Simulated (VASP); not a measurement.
The system is LiMg.

```
Li Mg
1.0
     3.37819    0.00000    0.00000
     0.00000    3.37819    0.00000
     0.00000    0.00000    3.55261
Li Mg
1 1
Direct
  0.00000 0.00000 0.00000
  0.50000 0.50000 0.50000
```

| Item | Value |
| --- | --- |
| Program | VASP 6.6.1 |
| Task | relaxation of cell and atoms |
| Functional | LDA |
| Potentials or basis | VASP PAW LDA potentials, release 64 (Li_sv, Mg) |
| Cutoff | 600 eV |
| k mesh | 12 × 12 × 12 |
| Occupations | fermi-dirac, width 0.02 eV |
| Spin | no spin polarisation |

At the start: pressure -2.0 GPa; volume 20.27 Å³/atom.

Task: How do energy, volume and symmetry change on relaxing?

Result: Over 4 steps the energy falls by 10.0 meV/atom and the volume is 18.73 Å³/atom (-7.6 %); space group P4/mmm (No. 123, to 0.05 Å).

The path:
```tsv
step	energy change (eV)	largest force (eV/Å)	pressure (GPa)	volume (Å³)
1	0.0000	0.0000	-1.95	40.54
2	-0.0140	0.0000	-1.14	39.11
3	-0.0200	0.0000	-0.10	37.61
4	-0.0200	0.0000	0.01	37.46
```

Final structure:
```cif
data_structure
_symmetry_space_group_name_H-M 'P 1'
_symmetry_Int_Tables_number 1
_cell_length_a 3.2936
_cell_length_b 3.2936
_cell_length_c 3.4535
_cell_angle_alpha 90.000
_cell_angle_beta 90.000
_cell_angle_gamma 90.000
_cell_volume 37.46
loop_
_atom_site_label
_atom_site_type_symbol
_atom_site_fract_x
_atom_site_fract_y
_atom_site_fract_z
_atom_site_occupancy
Li1 Li 0.00000 0.00000 0.00000 1
Mg1 Mg 0.50000 0.50000 0.50000 1
```

Caveat: the cutoff is under 1.25 times the usual one of these potentials, so pressure, stress and relaxed cells hold a basis-set (Pulay) error.
